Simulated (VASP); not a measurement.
# Al25N24 (a cell with a defect) in VASP: single point with PBE

Aim: the single point of Al25N24 (a cell with a defect) with PBE.

All numbers are computed with VASP 6.6.1; they aren't measurements. Logs are shortened: lines on timing, memory, paths and dates and some standing lists are left out, and cuts for length are marked.

**1. The cell of the first run**

The cell holds a defect, 49 atoms: a = 8.023 Å, b = 8.023 Å, c = 8.023 Å, α = 85.02°, β = 85.02°, γ = 85.02°.

**2. Single point, PBE**

Input file INCAR:

```
SYSTEM = Al25N24
ALGO     = Normal         ! electronic algorithm
EDIFF    = 1E-6           ! SCF threshold, eV
ENCUT    = 520            ! plane-wave cutoff, eV
GGA      = PE             ! functional
ISIF     = 2              ! what is computed and relaxed
ISMEAR   = 0              ! smearing method
LASPH    = .TRUE.         ! aspherical terms in the spheres
LCHARG   = .TRUE.         ! write CHGCAR
LELF     = .TRUE.         ! ELF
LREAL    = Auto         
LVHAR    = .TRUE.       
LWAVE    = .FALSE.        ! write WAVECAR
NBANDS   = 128            ! bands
NELECT   = 194.0        
NELM     = 60             ! most SCF steps
PREC     = Accurate       ! precision mode
SIGMA    = 0.01           ! smearing width, eV
```

Input file KPOINTS:

```
Automatic mesh
0
Gamma
  2 2 2
  0.5 0.5 0.5
```

Input file POSCAR:

```
Al25N24
1.0
    3.1302084199     -5.4216800216      5.0180433219
    3.1302084199      5.4216800216      5.0180433219
   -6.2604168399      0.0000000000      5.0180433219
Al N
25 24
Direct
    0.6644272145      0.3334779632      0.5018320391
    0.9940724687      0.6572035535      0.8218266549
    0.3334779632      0.5018320391      0.6644272145
    0.8354886731      0.4980409899      0.1659608137
    0.1809896514      0.3643575443      0.9969139784
    0.5018320391      0.6644272145      0.3334779632
    0.8218266549      0.9940724687      0.6572035535
    0.1659608137      0.8354886731      0.4980409899
    0.4980409899      0.1659608137      0.8354886731
    0.6572035535      0.8218266549      0.9940724687
    0.9969139784      0.1809896514      0.3643575443
    0.3643575443      0.9969139784      0.1809896514
    0.6661411284      0.4942748941      0.8311267054
    0.9827289398      0.8241863688      0.1402649918
    0.3346107224      0.6675971704      0.9977418315
    0.8311267054      0.6661411284      0.4942748941
    0.1687538308      0.5070975784      0.3334443656
    0.4942748941      0.8311267054      0.6661411284
    0.8241863688      0.1402649918      0.9827289398
    0.1402649918      0.9827289398      0.8241863688
    0.5070975784      0.3334443656      0.1687538308
    0.6675971704      0.9977418315      0.3346107224
    0.9977418315      0.3346107224      0.6675971704
    0.3334443656      0.1687538308      0.5070975784
    0.0919025802      0.0919025802      0.0919025802
    0.7941785111      0.4620063415      0.6247446359
    0.1265835981      0.7686852831      0.9474953608
    0.4620063415      0.6247446359      0.7941785111
    0.9616277453      0.6301368824      0.2894294490
    0.3049077707      0.4674071454      0.1331288115
    0.6247446359      0.7941785111      0.4620063415
    0.9474953608      0.1265835981      0.7686852831
    0.2894294490      0.9616277453      0.6301368824
    0.6301368824      0.2894294490      0.9616277453
    0.7686852831      0.9474953608      0.1265835981
    0.1331288115      0.3049077707      0.4674071454
    0.4674071454      0.1331288115      0.3049077707
    0.4606284778      0.2951925115      0.6321905202
    0.7932889601      0.6205498637      0.9583413594
    0.1278038428      0.4568494113      0.7890533828
    0.6321905202      0.4606284778      0.2951925115
    0.9773967485      0.2970598477      0.1362953310
    0.2951925115      0.6321905202      0.4606284778
    0.6205498637      0.9583413594      0.7932889601
    0.9583413594      0.7932889601      0.6205498637
    0.2970598477      0.1362953310      0.9773967485
    0.4568494113      0.7890533828      0.1278038428
    0.7890533828      0.1278038428      0.4568494113
    0.1362953310      0.9773967485      0.2970598477
```

Potentials or basis: VASP PAW PBE potentials, release 64 (Al, N).

Run with:

```
cat potpaw_PBE.64/Al/POTCAR potpaw_PBE.64/N/POTCAR > POTCAR
mpirun -np 1 vasp_std > vasp.out
```

OUTCAR:

```text
SYSTEM = Al25N24
   EDIFF = 1E-6
   ENCUT = 520
   GGA = PE
   ISIF = 2
   ISMEAR = 0
   LASPH = .TRUE.
   LREAL = Auto
   NELECT = 194.0
   NELM = 60
   PREC = Accurate

 ion  position               nearest neighbor table
   1  0.664  0.333  0.502-  41 1.90  38 1.90  48 1.90  26 1.91  11 3.00  13 3.04  21 3.05  24 3.06
                            16 3.08  23 3.09   7 3.11   3 3.11   6 3.11  22 3.11   9 3.13   4 3.15
   2  0.994  0.657  0.822-  27 1.86  40 1.88  39 1.90  45 1.90  20 2.96  23 2.96  14 2.98   5 2.99
                            16 3.03  13 3.03   3 3.11   8 3.13   4 3.15   7 3.16  10 3.16  15 3.19
   3  0.333  0.502  0.664-  38 1.90  43 1.90  40 1.90  28 1.91   5 3.00  18 3.04  24 3.05  17 3.06
                            13 3.08  15 3.09   2 3.11   1 3.11   6 3.11  23 3.11   8 3.13   9 3.15
   4  0.835  0.498  0.166-  41 1.89  39 1.90  42 1.91  29 1.92  14 2.95  21 3.05  16 3.06  17 3.10
                            13 3.12   5 3.12  11 3.13  10 3.13   6 3.13   2 3.15   1 3.15  19 3.35
   5  0.181  0.364  0.997-  30 1.83  40 1.84  42 1.99  46 1.99  25 2.40  15 2.82   2 2.99   3 3.00
                            17 3.01  21 3.04   4 3.12   9 3.13  23 3.17
   6  0.502  0.664  0.333-  43 1.90  41 1.90  47 1.90  31 1.91  12 3.00  16 3.04  17 3.05  21 3.06
                            18 3.08  22 3.09  10 3.11   1 3.11   3 3.11  15 3.11   4 3.13   8 3.15
   7  0.822  0.994  0.657-  32 1.86  48 1.88  45 1.90  44 1.90  19 2.96  22 2.96  20 2.98  11 2.99
                            18 3.03  16 3.03   1 3.11   9 3.13   8 3.15   2 3.16  10 3.16  23 3.19
   8  0.166  0.835  0.498-  43 1.89  45 1.90  49 1.91  33 1.92  20 2.95  17 3.05  18 3.06  24 3.10
                            16 3.12  11 3.12  12 3.13   2 3.13   3 3.13   7 3.15   6 3.15  14 3.35
   9  0.498  0.166  0.835-  38 1.89  44 1.90  46 1.91  34 1.92  19 2.95  24 3.05  13 3.06  21 3.10
[... 47 lines left out ...]
  40  0.128  0.457  0.789-   5 1.84  23 1.88   2 1.88   3 1.90
  41  0.632  0.461  0.295-   4 1.89   1 1.90   6 1.90  21 1.90
  42  0.977  0.297  0.136-  25 1.86   4 1.91   5 1.99  11 1.99  19 2.33
  43  0.295  0.632  0.461-   8 1.89   6 1.90   3 1.90  17 1.90
  44  0.621  0.958  0.793-  10 1.90   7 1.90   9 1.90  18 1.91
  45  0.958  0.793  0.621-   7 1.90   2 1.90   8 1.90  16 1.91
  46  0.297  0.136  0.977-  25 1.86   9 1.91  12 1.99   5 1.99  20 2.33
  47  0.457  0.789  0.128-  12 1.84  15 1.88  10 1.88   6 1.90
  48  0.789  0.128  0.457-  11 1.84  22 1.88   7 1.88   1 1.90
  49  0.136  0.977  0.297-  25 1.86   8 1.91  11 1.99  12 1.99  14 2.33

  LATTYP: Found a trigonal (rhomboedric) cell.
 ALAT       =     8.0233146385
 COS(alpha) =     0.0867490897

  Lattice vectors:

 A1 = (   3.1302084199,  -5.4216800216,   5.0180433219)
 A2 = (   3.1302084199,   5.4216800216,   5.0180433219)
 A3 = (  -6.2604168399,   0.0000000000,   5.0180433219)

Analysis of symmetry for initial positions (statically):
=====================================================================
 Subroutine PRICEL returns:
 Original cell was already a primitive cell.

 Routine SETGRP: Setting up the symmetry group for a
[... 213 lines left out ...]
  Fermi-wavevector in a.u.,A,eV,Ry     =   1.185435  2.240148 19.119676  1.405257
  Thomas-Fermi vector in A             =   2.321629
   LORBIT       =      0    0 simple, 1 ext, 2 COOP (PROOUT), +10 PAW based schemes
   GGA     = PE    functional components
   LHFCALC =     F    Hartree Fock is set to
   AEXX    =    0.0000 exact exchange contribution
   IVDW    =     0    specifies the selected vdW correction
   LEPSILON=     F    determine dielectric tensor
   LRPA    =     F    only Hartree local field effects (RPA)
 non-spin polarized calculation
 Gauss-broadening in eV      SIGMA  =   0.01
  energy-cutoff  :      520.00
  volume of cell :      510.97
 maximum number of plane-waves:     13777
   NGX = 29   NGY = 29   NGZ = 29

 number of electron     194.0000012 magnetization

 Free energy of the ion-electron system (eV)
  ---------------------------------------------------
  ext. energy  EPLUGINS =         0.00000000
  ---------------------------------------------------
  free energy    TOTEN  =      -362.11363948 eV

  energy without entropy =     -362.11363948  energy(sigma->0) =     -362.11363948

 E-fermi :   9.1462     XC(G=0): -10.9129

 val. band max:        9.0874276363   @ k =  -0.2500   0.2500   0.2500
 cond. band min:      10.9293245020   @ k =   0.2500   0.2500   0.2500
 fundamental gap:      1.8418968657
 Fermi energy:         9.1461998557

 k-point     1 :       0.2500    0.2500    0.2500
  band No.  band energies     occupation
      1      -8.8185      2.00000
      2      -8.1448      2.00000
      3      -8.0286      2.00000
      4      -7.9196      2.00000
      5      -7.5961      2.00000
      6      -7.5410      2.00000
[... 101 lines left out ...]
    108      12.4894      0.00000
    109      12.7183      0.00000

 k-point     2 :      -0.2500    0.2500    0.2500
  band No.  band energies     occupation
      1      -8.7720      2.00000
      2      -8.2651      2.00000
      3      -8.0321      2.00000
      4      -7.9808      2.00000
      5      -7.6091      2.00000
      6      -7.4657      2.00000
[... 101 lines left out ...]
    108      12.3674      0.00000
    109      12.4239      0.00000
 [bands above 109 left out]

------------------------ aborting loop because EDIFF is reached ----------------------------------------

  FORCE on cell =-STRESS in cart. coord.  units (eV):
  Direction    XX          YY          ZZ          XY          YZ          ZX
  --------------------------------------------------------------------------------------
  -------------------------------------------------------------------------------------
  Total        2.9061572      2.9061572     24.4184363     -0.0000000      0.0000000     -0.0000000
  in kB        9.1124862      9.1124862     76.5659432     -0.0000000      0.0000000     -0.0000000
  external PRESSURE =      31.5969719 kB  Pullay stress =       0.0000000 kB

 VOLUME and BASIS-vectors are now :
 -----------------------------------------------------------------------------
  energy-cutoff  :      520.00
  volume of cell :      510.97
      direct lattice vectors                 reciprocal lattice vectors
     3.130208420 -5.421680022  5.018043322     0.053244591 -0.092222337  0.066426954
     3.130208420  5.421680022  5.018043322     0.053244591  0.092222337  0.066426954
    -6.260416840  0.000000000  5.018043322    -0.106489182  0.000000000  0.066426954

 POSITION                                       TOTAL-FORCE (eV/Angst)
 -----------------------------------------------------------------------------------
     -0.01803     -1.79430      7.52575         0.002831     -0.001396      0.000481
      0.02386     -1.82640     12.41014         0.000342     -0.000558     -0.012392
     -1.54490      0.91276      7.52575        -0.002625     -0.001753      0.000481
      3.13524     -1.82953      7.52451         0.003612     -0.004977     -0.003298
     -4.53405      0.99416      7.73913        -0.007290     -0.002482     -0.001674
      1.56292      0.88154      7.52575        -0.000206      0.003150      0.000481
[... 41 lines left out ...]
      0.00989     -3.58508      6.89332        -0.003619     -0.004779     -0.001584
      1.62637      4.56018      7.07921        -0.012311     -0.004272      0.011093
 -----------------------------------------------------------------------------------
    total drift:                                0.000000     -0.000000      0.039458

  FREE ENERGIE OF THE ION-ELECTRON SYSTEM (eV)
  ---------------------------------------------------
  free  energy   TOTEN  =      -362.1136394789 eV

  energy  without entropy=     -362.1136394789  energy(sigma->0) =     -362.11363948
```

It took 5 min on 1 thread of Intel Xeon 6975P-C, shared host; peak memory 0.51 GiB.

Results:

* Free energy: -362.1136 eV
* Largest force: 0.017 eV/Å

Forces on the atoms (eV/Å):
```
Al   0.003 -0.001  0.000
Al   0.000 -0.001 -0.012
Al  -0.003 -0.002  0.000
Al   0.004 -0.005 -0.003
Al  -0.007 -0.002 -0.002
Al   0.000  0.003  0.000
Al   0.000  0.001 -0.012
Al   0.003  0.006 -0.003
Al  -0.006 -0.001 -0.003
Al  -0.001  0.000 -0.012
Al   0.006 -0.005 -0.002
Al   0.001  0.008 -0.002
Al   0.003  0.008  0.002
Al  -0.007 -0.002 -0.006
Al   0.001  0.002  0.013
Al  -0.009 -0.002  0.002
Al  -0.004  0.001  0.002
Al   0.006 -0.007  0.002
Al   0.002  0.007 -0.006
Al   0.005 -0.005 -0.006
Al   0.003  0.003  0.002
Al   0.001 -0.002  0.013
Al  -0.002  0.000  0.013
Al   0.001 -0.004  0.002
Al   0.000  0.000 -0.006
N   -0.003 -0.005  0.002
N    0.001  0.003  0.010
N   -0.003  0.005  0.002
N   -0.003 -0.007 -0.002
N   -0.001  0.001 -0.007
N    0.006  0.000  0.002
N   -0.003 -0.001  0.010
N    0.008  0.001 -0.002
N   -0.005  0.006 -0.002
N    0.002 -0.002  0.010
N    0.000 -0.002 -0.007
N    0.001  0.001 -0.007
N    0.001 -0.005 -0.007
N    0.003 -0.001  0.001
N   -0.002  0.006 -0.002
N    0.003  0.004 -0.007
N    0.002  0.013  0.011
N   -0.005  0.001 -0.007
N   -0.002 -0.002  0.001
N   -0.001  0.003  0.001
N    0.010 -0.009  0.011
N    0.006 -0.001 -0.002
N   -0.004 -0.005 -0.002
N   -0.012 -0.004  0.011
```

Caveat: the cell carries a net charge on a neutralising background, which shifts energy and pressure; the cell is charged against a uniform background, so pressure and absolute levels hang on convention.
